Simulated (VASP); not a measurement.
# KTaO3 (P4/mmm) in VASP: a series of runs

KTaO3 is run at these levels: LDA; tasks: single point.

Everything below comes from runs of VASP 6.6.1. Logs are shortened: lines on timing, memory, paths and dates and some standing lists are left out, and cuts for length are marked.

### Step 1. The cell of the first run

The structure is tetragonal, space group P4/mmm (No. 123). The conventional cell has a = 3.988 Å, b = 3.988 Å, c = 3.948 Å, α = 90.00°, β = 90.00°, γ = 90.00°. K (site symmetry 4/mmm) has 12 O at 2.81 to 2.82 Å and 8 Ta at 3.44 Å within 3.7 Å. Within 2.6 Å of Ta (site symmetry 4/mmm) lie 6 O at 1.97 to 1.99 Å. O (site symmetry mmm) has 2 Ta at 1.99 Å within 2.6 Å. O (site symmetry 4/mmm) has 2 Ta at 1.97 Å within 2.6 Å.

### Step 2. Single point, LDA (zz strain of -1 %)

INCAR reads:

```
SYSTEM = KTaO3
PREC = Accurate ; ENCUT = 520
EDIFF = 1E-6 ; ISMEAR = -1
SIGMA = 0.01 ; LREAL = .FALSE.
LASPH = .TRUE. ; NELM = 100
ALGO = Normal ; ISIF = 2
LWAVE = .FALSE. ; LCHARG = .FALSE.
NBANDS = 27
```

KPOINTS reads:

```
regular mesh
0
G
  5 5 5
  0 0 0
```

POSCAR reads:

```
KTaO3
1.0
    3.9883000000      0.0000000000      0.0000000000
    0.0000000000      3.9883000000      0.0000000000
    0.0000000000      0.0000000000      3.9484170000
K Ta O
1 1 3
Direct
    0.5000000000      0.5000000000      0.5000000000
    0.0000000000      0.0000000000      0.0000000000
    0.5000000000      0.0000000000      0.0000000000
    0.0000000000      0.5000000000      0.0000000000
    0.0000000000      0.0000000000      0.5000000000
```

Potentials or basis: VASP PAW LDA potentials, release 64 (K_sv, Ta_pv, O).

The run is started by

```console
> cat potpaw_LDA.64/K_sv/POTCAR potpaw_LDA.64/Ta_pv/POTCAR potpaw_LDA.64/O/POTCAR > POTCAR
> mpirun -np 1 vasp_std > vasp.out
```

OUTCAR:

```text
SYSTEM = KTaO3
   PREC = Accurate
   ENCUT = 520
   EDIFF = 1E-6
   ISMEAR = -1
   LREAL = .FALSE.
   LASPH = .TRUE.
   NELM = 100
   ISIF = 2

 ion  position               nearest neighbor table
   1  0.500  0.500  0.500-   3 2.81   4 2.81   3 2.81   4 2.81   3 2.81   3 2.81   4 2.81   4 2.81
                             5 2.82   5 2.82   5 2.82   5 2.82   2 3.44   2 3.44   2 3.44   2 3.44
   2  0.000  0.000  0.000-   5 1.97   5 1.97   3 1.99   4 1.99   4 1.99   3 1.99   1 3.44   1 3.44
                             1 3.44   1 3.44   1 3.44   1 3.44   1 3.44   1 3.44
   3  0.500  0.000  0.000-   2 1.99   2 1.99   1 2.81   1 2.81   1 2.81   1 2.81
   4  0.000  0.500  0.000-   2 1.99   2 1.99   1 2.81   1 2.81   1 2.81   1 2.81
   5  0.000  0.000  0.500-   2 1.97   2 1.97   1 2.82   1 2.82   1 2.82   1 2.82

  LATTYP: Found a simple tetragonal cell.
 ALAT       =     3.9883000000
 C/A-ratio  =     0.9900000000

  Lattice vectors:

 A1 = (   3.9883000000,   0.0000000000,   0.0000000000)
 A2 = (   0.0000000000,   3.9883000000,   0.0000000000)
 A3 = (   0.0000000000,   0.0000000000,   3.9484170000)

Analysis of symmetry for initial positions (statically):
=====================================================================
 Subroutine PRICEL returns:
 Original cell was already a primitive cell.

 Routine SETGRP: Setting up the symmetry group for a
 simple tetragonal supercell.

 Subroutine GETGRP returns: Found 16 space group operations
 (whereof 16 operations were pure point group operations)
 out of a pool of 16 trial point group operations.

The static configuration has the point symmetry D_4h.

Analysis of symmetry for dynamics (positions and initial velocities):
=====================================================================
 Subroutine PRICEL returns:
 Original cell was already a primitive cell.

 Routine SETGRP: Setting up the symmetry group for a
 simple tetragonal supercell.

 Subroutine GETGRP returns: Found 16 space group operations
 (whereof 16 operations were pure point group operations)
 out of a pool of 16 trial point group operations.

The dynamic configuration has the point symmetry D_4h.

 Subroutine INISYM returns: Found 16 space group operations
 (whereof 16 operations are pure point group operations),
 and found     1 'primitive' translations

----------------------------------------------------------------------------------------

                                     Primitive cell

  volume of cell :      62.8056

  direct lattice vectors                    reciprocal lattice vectors
     3.988300000  0.000000000  0.000000000     0.250733395  0.000000000  0.000000000
     0.000000000  3.988300000  0.000000000     0.000000000  0.250733395  0.000000000
     0.000000000  0.000000000  3.948417000     0.000000000  0.000000000  0.253266056

  length of vectors
     3.988300000  3.988300000  3.948417000     0.250733395  0.250733395  0.253266056

  position of ions in fractional coordinates (direct lattice)
     0.500000000  0.500000000  0.500000000
     0.000000000  0.000000000  0.000000000
     0.500000000  0.000000000  0.000000000
     0.000000000  0.500000000  0.000000000
     0.000000000  0.000000000  0.500000000

  ion indices of the primitive-cell ions
   primitive index   ion index
                 1           1
                 2           2
                 3           3
                 4           4
                 5           5

----------------------------------------------------------------------------------------

 KPOINTS: regular mesh

Automatic generation of k-mesh.
 Grid dimensions read from file:
 generate k-points for:    5    5    5

 Generating k-lattice:

  Cartesian coordinates                     Fractional coordinates (reciprocal lattice)
     0.050146679  0.000000000  0.000000000     0.200000000  0.000000000  0.000000000
     0.000000000  0.050146679  0.000000000     0.000000000  0.200000000  0.000000000
     0.000000000  0.000000000  0.050653211     0.000000000  0.000000000  0.200000000

  Length of vectors
     0.050146679  0.050146679  0.050653211

  Shift w.r.t. Gamma in fractional coordinates (k-lattice)
     0.000000000  0.000000000  0.000000000

 Subroutine IBZKPT returns following result:
 ===========================================

 Found     18 irreducible k-points:

 Following reciprocal coordinates:
            Coordinates               Weight
  0.000000  0.000000  0.000000      1.000000
  0.200000  0.000000  0.000000      4.000000
  0.400000  0.000000  0.000000      4.000000
  0.200000  0.200000  0.000000      4.000000
  0.400000  0.200000  0.000000      8.000000
  0.400000  0.400000  0.000000      4.000000
[... 10 lines left out ...]
  0.400000  0.200000  0.400000     16.000000
  0.400000  0.400000  0.400000      8.000000
   k-points           NKPTS =     18   k-points in BZ     NKDIM =     18   number of bands    NBANDS=     27
   number of dos      NEDOS =    301   number of ions     NIONS =      5
   total plane-waves  NPLWV =  27000
   dimension x,y,z NGX =    30 NGY =   30 NGZ =   30
   dimension x,y,z NGXF=    60 NGYF=   60 NGZF=   60
   ions per type =               1   1   3
   NGX,Y,Z   is equivalent  to a cutoff of  12.51, 12.51, 12.63 a.u.
   NGXF,Y,Z  is equivalent  to a cutoff of  25.01, 25.01, 25.26 a.u.
 SYSTEM =  KTaO3
   PREC   = accura    normal or accurate (medium, high low for compatibility)
   ISTART =      0    job   : 0-new  1-cont  2-samecut
   ICHARG =      2    charge: 1-file 2-atom 10-const
   ISPIN  =      1    spin polarized calculation?
   LNONCOLLINEAR =      F non collinear calculations
   LSORBIT =      F    spin-orbit coupling
   LASPH  =      T    aspherical Exc in radial PAW
   ENCUT  =  520.0 eV  38.22 Ry    6.18 a.u.   7.42  7.42  7.34*2*pi/ulx,y,z
   NELM   =    100;   NELMIN=  2; NELMDL= -5     # of ELM steps
   EDIFF  = 0.1E-05   stopping-criterion for ELM
   LREAL  =      F    real-space projection
   EDIFFG = 0.1E-04   stopping-criterion for IOM
   NSW    =      0    number of steps for IOM
   IBRION =     -1    ionic relax: 0-MD 1-quasi-New 2-CG
   NFREE  =      0    steps in history (QN), initial steepest desc. (CG)
   ISIF   =      2    stress and relaxation
   ISYM   =      2    0-nonsym 1-usesym 2-fastsym
   POTIM  = 0.5000    time-step for ionic-motion
   TEBEG  =    0.0;   TEEND  =   0.0 temperature during run
   PSTRESS=    0.0 pullay stress
   NELECT =      38.0000    total number of electrons
   NUPDOWN=      -1.0000    fix difference up-down
   EMIN   =  10.00;   EMAX   =-10.00  energy-range for DOS
   EFERMI =   0.00;   METHOD = LEGACY
   ISMEAR =    -1;   SIGMA  =   0.01  broadening in eV -4-tet -1-fermi 0-gaus
   EFERMI_NEDOS =   21; number of points for ismear=-14 and -15
   IALGO  =     38    algorithm
   IMIX   =      4    mixing-type and parameters
     AMIX     =   0.40;   BMIX     =  1.00
     AMIX_MAG =   1.60;   BMIX_MAG =  1.00
  volume/ion in A,a.u.               =      12.56        84.77
  Fermi-wavevector in a.u.,A,eV,Ry     =   1.384639  2.616588 26.085422  1.917224
  Thomas-Fermi vector in A             =   2.509124
   LORBIT       =      0    0 simple, 1 ext, 2 COOP (PROOUT), +10 PAW based schemes
   GGA     = CA    functional components
   LHFCALC =     F    Hartree Fock is set to
   AEXX    =    0.0000 exact exchange contribution
   IVDW    =     0    specifies the selected vdW correction
   LEPSILON=     F    determine dielectric tensor
   LRPA    =     F    only Hartree local field effects (RPA)
 non-spin polarized calculation
  energy-cutoff  :      520.00
  volume of cell :       62.81
 maximum number of plane-waves:      1727
 NGX is ok and might be reduce to    30
   NGX = 15   NGY = 15   NGZ = 15

 number of electron      37.9999978 magnetization

 Free energy of the ion-electron system (eV)
  ---------------------------------------------------
  ext. energy  EPLUGINS =         0.00000000
  ---------------------------------------------------
  free energy    TOTEN  =       -45.04397743 eV

  energy without entropy =      -45.04397743  energy(sigma->0) =      -45.04397743

 E-fermi :   1.6936     XC(G=0): -11.4810

 val. band max:        1.4798789166   @ k =   0.4000   0.4000   0.4000
 cond. band min:       3.6209386773   @ k =   0.0000   0.0000   0.0000
 fundamental gap:      2.1410597607
 Fermi energy:         1.6936198874

 k-point     1 :       0.0000    0.0000    0.0000
  band No.  band energies     occupation
      1     -32.2941      2.00000
      2     -32.2746      2.00000
      3     -32.2746      2.00000
      4     -25.2716      2.00000
      5     -15.7080      2.00000
      6     -14.9996      2.00000
[... 19 lines left out ...]
     26       9.3285      0.00000
     27       9.3834      0.00000

 k-point     2 :       0.2000    0.0000    0.0000
  band No.  band energies     occupation
      1     -32.3064      2.00000
      2     -32.2928      2.00000
      3     -32.2733      2.00000
      4     -25.2603      2.00000
      5     -15.6416      2.00000
      6     -14.9683      2.00000
[... 19 lines left out ...]
     26       9.8313      0.00000
     27      10.1203      0.00000

 k-point     3 :       0.4000    0.0000    0.0000
  band No.  band energies     occupation
      1     -32.3573      2.00000
      2     -32.2908      2.00000
      3     -32.2712      2.00000
      4     -25.2421      2.00000
      5     -15.6344      2.00000
      6     -14.9523      2.00000
[... 19 lines left out ...]
     26      10.6896      0.00000
     27      11.9935      0.00000

 k-point     4 :       0.2000    0.2000    0.0000
  band No.  band energies     occupation
      1     -32.3054      2.00000
      2     -32.3046      2.00000
      3     -32.2916      2.00000
      4     -25.2510      2.00000
      5     -15.5340      2.00000
      6     -14.7845      2.00000
[... 19 lines left out ...]
     26      10.2658      0.00000
     27      10.7029      0.00000
[... 336 lines left out ...]
      4     -25.2283      2.00000
      5     -15.0741      2.00000
      6     -14.5920      2.00000
[... 19 lines left out ...]
     26      11.4722      0.00000
     27      12.2490      0.00000

 k-point    17 :       0.4000    0.2000    0.4000
  band No.  band energies     occupation
      1     -32.3822      2.00000
      2     -32.3509      2.00000
      3     -32.2987      2.00000
      4     -25.2186      2.00000
      5     -14.8224      2.00000
      6     -14.1858      2.00000
[... 19 lines left out ...]
     26      11.8438      0.00000
     27      12.2811      0.00000

 k-point    18 :       0.4000    0.4000    0.4000
  band No.  band energies     occupation
      1     -32.3798      2.00000
      2     -32.3486      2.00000
      3     -32.3484      2.00000
      4     -25.2089      2.00000
      5     -14.2033      2.00000
      6     -14.0859      2.00000
[... 19 lines left out ...]
     26      12.6160      0.00000
     27      13.2621      0.00000

------------------------ aborting loop because EDIFF is reached ----------------------------------------

  FORCE on cell =-STRESS in cart. coord.  units (eV):
  Direction    XX          YY          ZZ          XY          YZ          ZX
  --------------------------------------------------------------------------------------
  -------------------------------------------------------------------------------------
  Total       -1.4392122     -1.4392122      0.1162162      0.0000000     -0.0000000      0.0000000
  in kB      -36.7144289    -36.7144289      2.9646864      0.0000000     -0.0000000      0.0000000
  external PRESSURE =     -23.4880571 kB  Pullay stress =       0.0000000 kB

 VOLUME and BASIS-vectors are now :
 -----------------------------------------------------------------------------
  energy-cutoff  :      520.00
  volume of cell :       62.81
      direct lattice vectors                 reciprocal lattice vectors
     3.988300000  0.000000000  0.000000000     0.250733395  0.000000000  0.000000000
     0.000000000  3.988300000  0.000000000     0.000000000  0.250733395  0.000000000
     0.000000000  0.000000000  3.948417000     0.000000000  0.000000000  0.253266056

 POSITION                                       TOTAL-FORCE (eV/Angst)
 -----------------------------------------------------------------------------------
      1.99415      1.99415      1.97421         0.000000      0.000000      0.000000
      0.00000      0.00000      0.00000         0.000000      0.000000      0.000000
      1.99415      0.00000      0.00000         0.000000      0.000000      0.000000
      0.00000      1.99415      0.00000         0.000000      0.000000      0.000000
      0.00000      0.00000      1.97421         0.000000      0.000000      0.000000
 -----------------------------------------------------------------------------------
    total drift:                                0.000000     -0.000000      0.000000

  FREE ENERGIE OF THE ION-ELECTRON SYSTEM (eV)
  ---------------------------------------------------
  free  energy   TOTEN  =       -45.0439774261 eV

  energy  without entropy=      -45.0439774261  energy(sigma->0) =      -45.04397743
```

It took 24 s on 1 thread of Intel Xeon 8259CL, shared host; peak memory 0.17 GiB.

What came out:

```
Free energy            : -45.0440 eV
Pressure               : -2.3 GPa
Band gap on the k mesh : 2.14 eV (least direct gap 2.64 eV)
```

Caveat: the cell differs from its parent crystal (zz strain of -1 %); spin-orbit coupling is left out, which moves the levels of the heavy elements; an odd mesh through Γ misses points on the zone boundary, where band edges can lie.

### Step 3. Single point, LDA (zz strain of +2 %)

INCAR reads:

```
ALGO = Normal ; EDIFF = 1E-6
ENCUT = 520 ; ISIF = 2
ISMEAR = -1 ; LASPH = T
LCHARG = F ; LREAL = F
LWAVE = F ; NBANDS = 27
NELM = 80 ; PREC = Accurate
SIGMA = 0.01
```

KPOINTS reads:

```
k-points
0
Gamma
  5 5 5
```

POSCAR, as its differences from that of step 2:

```diff
@@ -4,3 +4,3 @@
     0.0000000000      3.9883000000      0.0000000000
-    0.0000000000      0.0000000000      3.9484170000
+    0.0000000000      0.0000000000      4.0680660000
 K Ta O
```

Potentials or basis: VASP PAW LDA potentials, release 64 (K_sv, Ta_pv, O).

The run is started by

```console
> cat potpaw_LDA.64/K_sv/POTCAR potpaw_LDA.64/Ta_pv/POTCAR potpaw_LDA.64/O/POTCAR > POTCAR
> mpirun -np 1 vasp_std > vasp.out
```

Run time: 29 s. Hardware: 1 thread of Intel Xeon 8259CL, shared host; peak memory 0.16 GiB.

It converged, with:

```
Free energy            : -44.9700 eV
Pressure               : -8.0 GPa
Band gap on the k mesh : 2.07 eV (least direct gap 2.58 eV)
```

Stress tensor (GPa, compression positive):
```
 -5.84   0.00   0.00
  0.00  -5.84   0.00
  0.00   0.00 -12.45
```

Levels at points of the mesh, in eV from the valence-band top:
| k point | band 15 | band 16 | band 17 | band 18 | band 19 | band 20 | band 21 | band 22 | band 23 | band 24 |
| --- | --- | --- | --- | --- | --- | --- | --- | --- | --- | --- |
| (0.00, 0.00, 0.00) | -0.91 | -0.91 | -0.54 | -0.51 | -0.51 | 2.07 | 2.07 | 2.10 | 6.20 | 6.60 |

Caveat: the cell differs from its parent crystal (zz strain of +2 %); the cell stands under tension; spin-orbit coupling is left out, which moves the levels of the heavy elements; an odd mesh through Γ misses points on the zone boundary, where band edges can lie.

(Continued in part 2 of 2.)
